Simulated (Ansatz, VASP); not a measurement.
**TlCl: VASP beside Ansatz**

```
CELL_PARAMETERS angstrom
3.95132 0.00000 0.00000
0.00000 3.95132 0.00000
0.00000 0.00000 3.95132
ATOMIC_POSITIONS crystal
Tl 0.00000 0.00000 0.00000
Cl 0.50000 0.50000 0.50000
```

Alike in both runs: task single point; functional HSE06; k mesh 4 × 4 × 4; occupations fermi-dirac, width 0.05 eV; no spin polarisation.

```csv
,VASP,Ansatz
version,VASP 6.6.1,Ansatz 0.2.0 development build
potentials or method,"VASP PAW PBE potentials, release 64 (Tl_d, Cl)","plane waves, PAW datasets (generated soft set 1)"
plane-wave cutoff (eV),400,420
valence electrons in the cell,20,20
```

```csv
,VASP,Ansatz,Ansatz less VASP
gap on the k mesh at the Fermi level (eV),3.10,3.10,0.000
```

Neither program's run includes spin-orbit coupling.
